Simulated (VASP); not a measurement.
A run of VASP 6.6.1:

POSCAR

```
GaN
1.0
    3.1890000000      0.0000000000      0.0000000000
   -1.5945000000      2.7617550100      0.0000000000
    0.0000000000      0.0000000000      5.1850000000
Ga N
2 2
Direct
    0.3333333300      0.6666666700      0.0000000000
    0.6666666700      0.3333333300      0.5000000000
    0.3333333300      0.6666666700      0.3770000000
    0.6666666700      0.3333333300      0.8770000000
```

Contents of INCAR.step1:

```
ALGO = Normal
EDIFF = 1E-4
ENCUT = 520
GGA = PE
ISMEAR = 0
LASPH = True
LCHARG = False
LREAL = False
LWAVE = True
NBANDS = 26
NELM = 60
PREC = Accurate
SIGMA = 0.03
```

INCAR.step2

```
ALGO = Normal
EDIFF = 1E-6
ENCUT = 520
ISIF = 2
ISMEAR = 0
ISTART = 1
LASPH = True
LCHARG = False
LMIXTAU = True
LREAL = False
LWAVE = False
METAGGA = R2SCAN
NBANDS = 26
NELM = 60
PREC = Accurate
SIGMA = 0.03
```

KPOINTS

```
k-points
0
Gamma
  8 8 5
```

Potentials or basis: VASP PAW PBE potentials, release 64 (Ga_d, N).

Launch:

```bash
$ cat potpaw_PBE.64/Ga_d/POTCAR potpaw_PBE.64/N/POTCAR > POTCAR
$ cp INCAR.step1 INCAR
$ mpirun -np 1 vasp_std > vasp.out
$ cp INCAR.step2 INCAR
$ mpirun -np 1 vasp_std > vasp.out
```

Hardware: 1 thread of AMD EPYC 7R13, with other jobs on the host.

**Question.** Estimate the wall time of this run.

**Answer.** Run time: 3.2 min on 1 thread of AMD EPYC 7R13, with other jobs on the host, peak memory 0.15 GiB. Counts: k points 30.
